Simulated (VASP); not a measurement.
# Ba in VASP: further runs

Ba is run at these levels: PBEsol; tasks: single point, relaxation of cell and atoms.

All numbers are computed with VASP 6.6.1; they aren't measurements. Logs are shortened: lines on timing, memory, paths and dates and some standing lists are left out, and cuts for length are marked.

## 1. The cell of the first run

The typed cell holds 2 atoms: a = 3.819 Å, b = 3.819 Å, c = 6.242 Å, α = 90.00°, β = 90.00°, γ = 70.49°.

## 2. Single point, PBEsol

File INCAR:

```
  PREC = Accurate
  ENCUT = 520
  EDIFF = 1E-6
  ISMEAR = -5
  SIGMA = 0.1
  LREAL = False
  LASPH = True
  NELM = 100
  ALGO = Fast
  ISIF = 2
  LWAVE = False
  LCHARG = False
  GGA = PS
  NBANDS = 17
```

File KPOINTS:

```
Automatic mesh
0
Gamma
  12 12 8
```

File POSCAR:

```
Ba
1.0
    3.1189953670     -2.2039582263      0.0000000000
    3.1189953670      2.2039582263      0.0000000000
    0.0000000000      0.0000000000      6.2420544467
Ba
2
Direct
    0.7500374795      0.2499625205      0.2500000000
    0.2499625205      0.7500374795      0.7500000000
```

Potentials or basis: VASP PAW PBE potentials, release 64 (Ba_sv).

Run with:

```bash
$ cat potpaw_PBE.64/Ba_sv/POTCAR > POTCAR
$ mpirun -np 1 vasp_std > vasp.out
```

OUTCAR:

```text
PREC = Accurate
   ENCUT = 520
   EDIFF = 1E-6
   ISMEAR = -5
   LREAL = False
   LASPH = True
   NELM = 100
   ISIF = 2
   GGA = PS

 ion  position               nearest neighbor table
   1  0.750  0.250  0.250-   2 3.82   2 3.82   2 3.82   2 3.82   2 4.41   2 4.41   2 4.41   2 4.41

   2  0.250  0.750  0.750-   1 3.82   1 3.82   1 3.82   1 3.82   1 4.41   1 4.41   1 4.41   1 4.41

  LATTYP: Found a base centered orthorhombic cell.
 ALAT       =     4.4079164526
 B/A-ratio  =     1.4151789856
 C/A-ratio  =     1.4161008980

  Lattice vectors:

 A1 = (  -3.1189953670,  -2.2039582263,   0.0000000000)
 A2 = (   3.1189953670,  -2.2039582263,   0.0000000000)
 A3 = (   0.0000000000,   0.0000000000,   6.2420544467)

Analysis of symmetry for initial positions (statically):
=====================================================================
 Subroutine PRICEL returns:
 Original cell was already a primitive cell.

 Routine SETGRP: Setting up the symmetry group for a
 base centered orthorhombic supercell.

 Subroutine GETGRP returns: Found  8 space group operations
 (whereof  4 operations were pure point group operations)
 out of a pool of  8 trial point group operations.

The static configuration has the point symmetry C_2h.
 The point group associated with its full space group is D_2h.

Analysis of symmetry for dynamics (positions and initial velocities):
=====================================================================
 Subroutine PRICEL returns:
 Original cell was already a primitive cell.

 Routine SETGRP: Setting up the symmetry group for a
 base centered orthorhombic supercell.

 Subroutine GETGRP returns: Found  8 space group operations
 (whereof  4 operations were pure point group operations)
 out of a pool of  8 trial point group operations.

The dynamic configuration has the point symmetry C_2h.
 The point group associated with its full space group is D_2h.

 Subroutine INISYM returns: Found  8 space group operations
 (whereof  4 operations are pure point group operations),
 and found     1 'primitive' translations

----------------------------------------------------------------------------------------

                                     Primitive cell

  volume of cell :      85.8175

  direct lattice vectors                    reciprocal lattice vectors
     3.118995367 -2.203958226  0.000000000     0.160308029 -0.226864554  0.000000000
     3.118995367  2.203958226  0.000000000     0.160308029  0.226864554  0.000000000
     0.000000000  0.000000000  6.242054447     0.000000000  0.000000000  0.160203665

  length of vectors
     3.819105126  3.819105126  6.242054447     0.277788031  0.277788031  0.160203665

  position of ions in fractional coordinates (direct lattice)
     0.750037480  0.249962520  0.250000000
     0.249962520  0.750037480  0.750000000

  ion indices of the primitive-cell ions
   primitive index   ion index
                 1           1
                 2           2

----------------------------------------------------------------------------------------

 KPOINTS: Automatic mesh

Automatic generation of k-mesh.
 Grid dimensions read from file:
 generate k-points for:   12   12    8

 Generating k-lattice:

  Cartesian coordinates                     Fractional coordinates (reciprocal lattice)
     0.013359002 -0.018905379  0.000000000     0.083333333  0.000000000  0.000000000
     0.013359002  0.018905379  0.000000000     0.000000000  0.083333333  0.000000000
     0.000000000  0.000000000  0.020025458     0.000000000  0.000000000  0.125000000

  Length of vectors
     0.023149003  0.023149003  0.020025458

  Shift w.r.t. Gamma in fractional coordinates (k-lattice)
     0.000000000  0.000000000  0.000000000

 TETIRR: Found   1728 inequivalent tetrahedra from     6912

 Subroutine IBZKPT returns following result:
 ===========================================

 Found    215 irreducible k-points:

 Following reciprocal coordinates:
            Coordinates               Weight
  0.000000  0.000000  0.000000      1.000000
  0.083333  0.000000  0.000000      4.000000
  0.166667  0.000000  0.000000      4.000000
  0.250000  0.000000  0.000000      4.000000
  0.333333  0.000000  0.000000      4.000000
  0.416667  0.000000  0.000000      4.000000
[... 16 lines left out ...]
  0.500000  0.166667  0.000000      4.000000
 -0.416667  0.166667  0.000000      4.000000
 [... further k-points ...]
   k-points           NKPTS =    215   k-points in BZ     NKDIM =    215   number of bands    NBANDS=     17
   number of dos      NEDOS =    301   number of ions     NIONS =      2
   total plane-waves  NPLWV =  37632
   dimension x,y,z NGX =    28 NGY =   28 NGZ =   48
   dimension x,y,z NGXF=    56 NGYF=   56 NGZF=   96
   ions per type =               2
   NGX,Y,Z   is equivalent  to a cutoff of  12.19, 12.19, 12.78 a.u.
   NGXF,Y,Z  is equivalent  to a cutoff of  24.38, 24.38, 25.57 a.u.
 SYSTEM =  unknown system
   PREC   = accura    normal or accurate (medium, high low for compatibility)
   ISTART =      0    job   : 0-new  1-cont  2-samecut
   ICHARG =      2    charge: 1-file 2-atom 10-const
   ISPIN  =      1    spin polarized calculation?
   LNONCOLLINEAR =      F non collinear calculations
   LSORBIT =      F    spin-orbit coupling
   LASPH  =      T    aspherical Exc in radial PAW
   ENCUT  =  520.0 eV  38.22 Ry    6.18 a.u.   7.10  7.10 11.61*2*pi/ulx,y,z
   NELM   =    100;   NELMIN=  2; NELMDL= -5     # of ELM steps
   EDIFF  = 0.1E-05   stopping-criterion for ELM
   LREAL  =      F    real-space projection
   EDIFFG = 0.1E-04   stopping-criterion for IOM
   NSW    =      0    number of steps for IOM
   IBRION =     -1    ionic relax: 0-MD 1-quasi-New 2-CG
   NFREE  =      0    steps in history (QN), initial steepest desc. (CG)
   ISIF   =      2    stress and relaxation
   ISYM   =      2    0-nonsym 1-usesym 2-fastsym
   POTIM  = 0.5000    time-step for ionic-motion
   TEBEG  =    0.0;   TEEND  =   0.0 temperature during run
   PSTRESS=    0.0 pullay stress
   NELECT =      20.0000    total number of electrons
   NUPDOWN=      -1.0000    fix difference up-down
   EMIN   =  10.00;   EMAX   =-10.00  energy-range for DOS
   EFERMI =   0.00;   METHOD = LEGACY
   ISMEAR =    -5;   SIGMA  =   0.10  broadening in eV -4-tet -1-fermi 0-gaus
[... 27 lines left out ...]
  ext. energy  EPLUGINS =         0.00000000
  ---------------------------------------------------
  free energy    TOTEN  =        -3.93762626 eV

  energy without entropy =       -3.93762626  energy(sigma->0) =       -3.93762626

 E-fermi :   3.0000     XC(G=0):  -8.8727

 val. band max:        3.0353859172   @ k =  -0.4167   0.1667   0.0000
 cond. band min:       2.9889844033   @ k =   0.3333   0.2500   0.2500
 fundamental gap:     -0.0464015139
 Fermi energy:         3.0000138411

 k-point     1 :       0.0000    0.0000    0.0000
  band No.  band energies     occupation
      1     -25.3827      2.00000
      2     -25.1707      2.00000
      3     -11.3016      2.00000
      4     -10.2961      2.00000
      5      -9.8839      2.00000
      6      -9.8587      2.00000
[... 9 lines left out ...]
     16       7.2851      0.00000
     17       7.3432      0.00000

 k-point     2 :       0.0833    0.0000    0.0000
  band No.  band energies     occupation
      1     -25.3723      2.00000
      2     -25.1672      2.00000
      3     -11.2721      2.00000
      4     -10.3322      2.00000
      5      -9.9452      2.00000
      6      -9.9237      2.00000
[... 9 lines left out ...]
     16       7.0222      0.00000
     17       7.2633      0.00000

 k-point     3 :       0.1667    0.0000    0.0000
  band No.  band energies     occupation
      1     -25.3430      2.00000
      2     -25.1581      2.00000
      3     -11.1859      2.00000
      4     -10.4590      2.00000
      5     -10.1749      2.00000
      6      -9.9951      2.00000
[... 9 lines left out ...]
     16       6.6319      0.00000
     17       7.2789      0.00000

 k-point     4 :       0.2500    0.0000    0.0000
  band No.  band energies     occupation
      1     -25.3002      2.00000
      2     -25.1481      2.00000
      3     -11.0505      2.00000
      4     -10.6669      2.00000
      5     -10.4711      2.00000
      6     -10.0367      2.00000
[... 9 lines left out ...]
     16       6.7058      0.00000
     17       7.3882      0.00000

 k-point     5 :       0.3333    0.0000    0.0000
  band No.  band energies     occupation
      1     -25.2516      2.00000
      2     -25.1433      2.00000
      3     -10.8789      2.00000
      4     -10.8777      2.00000
      5     -10.7535      2.00000
      6     -10.1391      2.00000
[... 9 lines left out ...]
     16       7.8064      0.00000
     17       7.8775      0.00000

 k-point     6 :       0.4167    0.0000    0.0000
  band No.  band energies     occupation
      1     -25.2059      2.00000
      2     -25.1495      2.00000
      3     -11.0219      2.00000
      4     -10.9602      2.00000
      5     -10.6833      2.00000
      6     -10.2987      2.00000
[... 9 lines left out ...]
     16       7.4444      0.00000
     17       8.1192      0.00000

 k-point     7 :       0.5000    0.0000    0.0000
  band No.  band energies     occupation
      1     -25.1705      2.00000
      2     -25.1704      2.00000
      3     -11.0536      2.00000
      4     -11.0536      2.00000
      5     -10.4849      2.00000
      6     -10.4843      2.00000
[... 9 lines left out ...]
     16       7.0559      0.00000
     17       8.1686      0.00000

 k-point     8 :       0.0833    0.0833    0.0000
  band No.  band energies     occupation
      1     -25.3689      2.00000
      2     -25.1611      2.00000
      3     -11.2716      2.00000
      4     -10.3339      2.00000
      5      -9.9720      2.00000
      6      -9.9547      2.00000
[... 9 lines left out ...]
     16       6.6959      0.00000
     17       6.9652      0.00000
[... 203 lines left out ...]
      1     -25.3309      2.00000
      2     -25.1348      2.00000
      3     -11.1879      2.00000
      4     -10.4346      2.00000
      5     -10.2673      2.00000
      6     -10.1411      2.00000
[... 9 lines left out ...]
     16       6.0623      0.00000
     17       6.7371      0.00000

 k-point    20 :       0.2500    0.1667    0.0000
  band No.  band energies     occupation
      1     -25.3006      2.00000
      2     -25.1183      2.00000
      3     -11.1112      2.00000
      4     -10.5713      2.00000
      5     -10.4902      2.00000
      6     -10.2063      2.00000
[... 9 lines left out ...]
     16       6.7186      0.00000
     17       6.8967      0.00000

 k-point    21 :       0.3333    0.1667    0.0000
  band No.  band energies     occupation
      1     -25.2618      2.00000
      2     -25.1059      2.00000
      3     -10.9928      2.00000
      4     -10.7787      2.00000
      5     -10.7346      2.00000
      6     -10.2122      2.00000
[... 9 lines left out ...]
     16       7.1478      0.00000
     17       7.4457      0.00000

 k-point    22 :       0.4167    0.1667    0.0000
  band No.  band energies     occupation
      1     -25.2221      2.00000
      2     -25.1037      2.00000
      3     -10.9432      2.00000
      4     -10.9244      2.00000
      5     -10.8448      2.00000
      6     -10.2119      2.00000
[... 9 lines left out ...]
     16       7.5654      0.00000
     17       7.6854      0.00000

 k-point    23 :       0.5000    0.1667    0.0000
  band No.  band energies     occupation
      1     -25.1884      2.00000
      2     -25.1163      2.00000
      3     -11.0159      2.00000
      4     -11.0111      2.00000
      5     -10.6809      2.00000
      6     -10.2231      2.00000
[... 9 lines left out ...]
     16       7.9192      0.00000
     17       8.0007      0.00000

 k-point    24 :      -0.4167    0.1667    0.0000
  band No.  band energies     occupation
      1     -25.1655      2.00000
      2     -25.1450      2.00000
      3     -10.9921      2.00000
      4     -10.9636      2.00000
      5     -10.5147      2.00000
      6     -10.4078      2.00000
[... 9 lines left out ...]
     16       7.8099      0.00000
     17       8.1390      0.00000

 [... further k-points ...]
[... 5 lines left out ...]
  --------------------------------------------------------------------------------------
  -------------------------------------------------------------------------------------
  Total        2.3806785      2.3742968      2.3790134      0.0000000      0.0000000      0.0000000
  in kB       44.4463078     44.3271653     44.4152219      0.0000000      0.0000000      0.0000000
  external PRESSURE =      44.3962317 kB  Pullay stress =       0.0000000 kB

 VOLUME and BASIS-vectors are now :
 -----------------------------------------------------------------------------
  energy-cutoff  :      520.00
  volume of cell :       85.82
      direct lattice vectors                 reciprocal lattice vectors
     3.118995367 -2.203958226  0.000000000     0.160308029 -0.226864554  0.000000000
     3.118995367  2.203958226  0.000000000     0.160308029  0.226864554  0.000000000
     0.000000000  0.000000000  6.242054447     0.000000000  0.000000000  0.160203665

 POSITION                                       TOTAL-FORCE (eV/Angst)
 -----------------------------------------------------------------------------------
      3.11900     -1.10214      1.56051         0.000000      0.000194     -0.000000
      3.11900      1.10214      4.68154         0.000000     -0.000194      0.000000
 -----------------------------------------------------------------------------------
    total drift:                               -0.000000     -0.000000     -0.000000

  FREE ENERGIE OF THE ION-ELECTRON SYSTEM (eV)
  ---------------------------------------------------
  free  energy   TOTEN  =        -3.9376262634 eV

  energy  without entropy=       -3.9376262634  energy(sigma->0) =       -3.93762626
```

Wall time 6.9 min (1 thread of Intel Xeon 8259CL, shared host); peak memory 0.39 GiB.

What came out:

| Property | Result |
| --- | --- |
| Free energy | -3.9376 eV |
| Pressure | 4.4 GPa |
| Band gap on the k mesh | zero (bands 10 and 11 overlap by 1.78 eV) |

Caveat: the cell stands under pressure; the PAW data sets were made with another functional, which shifts forces and pressure a little; spin-orbit coupling is left out, which moves the levels of the heavy elements; tetrahedron occupations give inexact forces and stress in metals.

## 3. Relaxation of cell and atoms, PBEsol, target pressure 1 GPa, at which the enthalpy is minimised

This run uses another cell than the first one, of 57.66 Å³/atom.

File INCAR:

```
SYSTEM = Ba
ALGO = Fast ; EDIFF = 1E-6
EDIFFG = -0.008 ; ENCUT = 600
GGA = PS ; IBRION = 2
ISIF = 3 ; ISMEAR = 0
LASPH = .TRUE. ; LCHARG = .FALSE.
LREAL = .FALSE. ; LWAVE = .FALSE.
NELM = 60 ; NSW = 70
PREC = Accurate ; PSTRESS = 10.0
SIGMA = 0.1
```

File KPOINTS:

```
k-points
0
G
  10 10 6
  0 0 0
```

File POSCAR:

```
Ba
1.0
    3.4441636623     -2.4274011498      0.0000000000
    3.4441636623      2.4274011498      0.0000000000
    0.0000000000      0.0000000000      6.8968516598
Ba
2
Direct
    0.7507129829      0.2492870171      0.2500000000
    0.2492870171      0.7507129829      0.7500000000
```

Potentials or basis: VASP PAW PBE potentials, release 64 (Ba_sv).

Run with:

```bash
$ cat potpaw_PBE.64/Ba_sv/POTCAR > POTCAR
$ mpirun -np 1 vasp_std > vasp.out
```

Run time: 21 min. Hardware: 1 thread of Intel Xeon 8259CL, shared host; peak memory 0.43 GiB.

The run converged. Its results:

- Free energy: -4.2730 eV
- Relaxed volume: 53.50 Å³/atom
- Relaxed cell: a = 4.111 Å, b = 4.111 Å, c = 6.713 Å, α = 90.00°, β = 90.00°, γ = 70.56°
- Space group after relaxing (to 0.1 Å): Im-3m (No. 229)
- Energy change on relaxing (the run minimises the enthalpy): +14.6 meV/atom
- Ionic steps: 6
- Pressure after relaxing: 1.0 GPa
- Largest force after relaxing: 0.003 eV/Å
- Band gap on the k mesh: zero (bands 10 and 11 overlap by 1.32 eV)

Forces on the atoms (eV/Å):
```
Ba   0.000  0.003  0.000
Ba   0.000 -0.003  0.000
```

Step by step:
```tsv
step	energy change (eV)	largest force (eV/Å)	pressure (GPa)	volume (Å³)
1	0.0000	0.0048	0.17	115.32
2	0.0120	0.0044	0.62	110.41
3	0.0301	0.0041	1.01	106.86
4	0.0291	0.0041	0.98	107.02
5	0.0291	0.0033	0.99	107.02
6	0.0291	0.0030	0.99	107.00
```

Final structure:
```cif
data_structure
_symmetry_space_group_name_H-M 'P 1'
_symmetry_Int_Tables_number 1
_cell_length_a 4.1114
_cell_length_b 4.1114
_cell_length_c 6.7130
_cell_angle_alpha 90.000
_cell_angle_beta 90.000
_cell_angle_gamma 70.557
_cell_volume 107.00
loop_
_atom_site_label
_atom_site_type_symbol
_atom_site_fract_x
_atom_site_fract_y
_atom_site_fract_z
_atom_site_occupancy
Ba1 Ba 0.75045 0.24955 0.25000 1
Ba2 Ba 0.24955 0.75045 0.75000 1
```

Levels at points of the mesh, in eV from the Fermi level:
```
           k point  band 6  band 7  band 8  band 9  band 10  band 11  band 12  band 13  band 14
(0.00, 0.00, 0.00)  -13.39  -13.39  -13.39   -2.80    -1.01     0.65     1.86     2.01     2.01
(0.50, 0.00, 0.00)  -13.72  -13.47  -13.47   -0.33    -0.32     0.55     0.56     1.06     1.06
(0.50, 0.50, 0.00)  -13.92  -13.63  -13.40   -1.01    -0.78    -0.78     0.65     1.86     3.72
(0.00, 0.00, 0.50)  -13.51  -13.40  -13.40   -1.63    -1.63     1.21     1.21     1.29     1.29
(0.50, 0.00, 0.50)  -13.63  -13.40  -13.40   -1.01    -1.01     0.65     0.65     1.86     1.86
(0.50, 0.50, 0.50)  -13.78  -13.67  -13.67   -0.31    -0.31     0.24     0.24     2.05     2.05
```

Caveat: the cell is relaxed towards a set pressure, so the run minimises the enthalpy, not the energy; the PAW data sets were made with another functional, which shifts forces and pressure a little; spin-orbit coupling is left out, which moves the levels of the heavy elements.

## 4. Single point, PBEsol (one atom moved)

File INCAR:

```
PREC = Accurate ; ENCUT = 520
EDIFF = 1E-7 ; ISMEAR = 0
SIGMA = 0.1 ; LREAL = False
LASPH = True ; NELM = 80
ALGO = Fast ; ISIF = 2
LWAVE = False ; LCHARG = False
GGA = PS ; NBANDS = 17
```

File KPOINTS:

```
Automatic mesh
0
Gamma
  10 10 6
```

File POSCAR:

```
Ba
1.0
    3.5917737300     -2.5169042300      0.0000000000
    3.5917737300      2.5169042300      0.0000000000
    0.0000000000      0.0000000000      7.1900451800
Ba
2
Direct
    0.7467739700      0.2532260300      0.2625173066
    0.2532260300      0.7467739700      0.7500000000
```

Run with:

```bash
$ cat potpaw_PBE.64/Ba_sv/POTCAR > POTCAR
$ mpirun -np 1 vasp_std > vasp.out
```

It took 9.1 min on 1 thread of Oxide Virtual Turin-like, shared host; peak memory 0.44 GiB.

Results (log left out):

| Property | Result |
| --- | --- |
| Free energy | -4.2629 eV |
| Pressure | -0.8 GPa |
| Largest force | 0.111 eV/Å |
| Band gap on the k mesh | zero (bands 10 and 11 overlap by 0.87 eV) |

Forces on the atoms (eV/Å):
```
Ba   0.000 -0.022 -0.108
Ba   0.000  0.022  0.108
```

Levels at points of the mesh, in eV from the Fermi level:
```tsv
k point	band 6	band 7	band 8	band 9	band 10	band 11	band 12	band 13	band 14	band 15
(0.00, 0.00, 0.00)	-13.84	-13.84	-13.84	-2.73	-0.88	0.73	1.15	1.77	1.81	1.81
(0.50, 0.00, 0.00)	-14.01	-13.89	-13.89	-0.46	-0.43	0.46	0.51	0.86	0.86	2.98
(0.50, 0.50, 0.00)	-14.13	-13.98	-13.84	-0.87	-0.49	-0.47	0.73	1.17	3.07	3.63
(0.00, 0.00, 0.50)	-13.90	-13.84	-13.84	-1.78	-1.73	1.00	1.12	1.25	1.27	2.81
(0.50, 0.00, 0.50)	-13.98	-13.85	-13.85	-0.87	-0.87	0.67	0.68	1.19	1.20	3.14
(0.50, 0.50, 0.50)	-14.04	-14.02	-13.98	-0.20	-0.20	0.14	0.22	1.71	1.77	1.92
```

Caveat: the cell differs from its parent crystal (one atom moved); the PAW data sets were made with another functional, which shifts forces and pressure a little; spin-orbit coupling is left out, which moves the levels of the heavy elements.

## 5. Overview

```tsv
task	cell	k mesh	cutoff (eV)	smearing	gap on the mesh (eV)	pressure (GPa)
single point	a = 3.819, b = 3.819, c = 6.242 Å, angles 90.0, 90.0, 70.5°, 2 atoms, atomic positions A	12 × 12 × 8	520	tetrahedron	none	4.4
relaxation of cell and atoms	relaxed to 1 GPa from a = 4.214, b = 4.214, c = 6.897 Å, angles 90.0, 90.0, 70.4°, 2 atoms, atomic positions B	10 × 10 × 6	600	gaussian 0.1 eV	none	1.0
single point	a = 4.386, b = 4.386, c = 7.190 Å, angles 90.0, 90.0, 70.0°, 2 atoms, atomic positions C	10 × 10 × 6	520	gaussian 0.1 eV	none	-0.8
```

Alike in all rows: level PBEsol; potentials or basis VASP PAW PBE potentials, release 64 (Ba_sv); no spin polarisation.

Caveats: the PAW data sets were made with another functional, which shifts forces and pressure a little; spin-orbit coupling is left out, which moves the levels of the heavy elements; the cell stands under pressure (at least some runs); tetrahedron occupations give inexact forces and stress in metals (at least some runs); the cell is relaxed towards a set pressure, so the run minimises the enthalpy, not the energy (at least some runs).

Absolute energies hang on the potentials; compare differences alone.
